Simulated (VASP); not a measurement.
A run of VASP 6.6.1:

File INCAR:

```
ALGO = Normal
EDIFF = 1E-6
ENCUT = 700
GGA = PS
GGA_COMPAT = F
ISIF = 2
ISMEAR = 0
ISYM = -1
LASPH = T
LCHARG = T
LELF = T
LREAL = Auto
LVHAR = T
LWAVE = F
NBANDS = 93
NELM = 120
PREC = Accurate
SIGMA = 0.1
```

File KPOINTS:

```
explicit points
4
Reciprocal
  0.25000000   0.25000000   0.25000000 2
  0.25000000   0.25000000   0.75000000 2
  0.25000000   0.75000000   0.25000000 2
  0.25000000   0.75000000   0.75000000 2
```

POSCAR

```
YBiO2F2
1.0
   -3.9284740000     -3.9284740000      0.0000000000
    0.0000000000      0.0000000000      5.6148130000
   -3.9284740000      7.8569480000      0.0000000000
Y Bi O F
3 3 6 6
Direct
    0.6666666667      0.0000000000      0.3333333333
    0.3333333333      0.0000000000      0.6666666667
    0.0000000000      0.0000000000      0.0000000000
    0.1666666667      0.5000000000      0.3333333333
    0.8333333333      0.5000000000      0.6666666667
    0.5000000000      0.5000000000      0.0000000000
    0.5000000000      0.7456280000      0.5000000000
    0.1666666667      0.7456280000      0.8333333333
    0.8333333333      0.7456280000      0.1666666667
    0.3333333333      0.2543720000      0.1666666667
    0.0000000000      0.2543720000      0.5000000000
    0.6666666667      0.2543720000      0.8333333333
    0.5000000000      0.2196150000      0.5000000000
    0.1666666667      0.2196150000      0.8333333333
    0.8333333333      0.2196150000      0.1666666667
    0.3333333333      0.7803850000      0.1666666667
    0.0000000000      0.7803850000      0.5000000000
    0.6666666667      0.7803850000      0.8333333333
```

Potentials or basis: VASP PAW PBE potentials, release 64 (Y_sv, Bi_d, O, F).

Run with:

```sh
$ cat potpaw_PBE.64/Y_sv/POTCAR potpaw_PBE.64/Bi_d/POTCAR potpaw_PBE.64/O/POTCAR potpaw_PBE.64/F/POTCAR > POTCAR
$ mpirun -np 1 vasp_std > vasp.out
```

Hardware: 1 thread of Intel(R) Xeon(R) 6975P-C (Granite Rapids) (shared host).

Question: Estimate the wall time of this run.

Answer: It took 3.3 min on 1 thread of Intel(R) Xeon(R) 6975P-C (Granite Rapids), on a shared host, peak memory 0.48 GiB. Counts: scf iterations 17, k points 4.
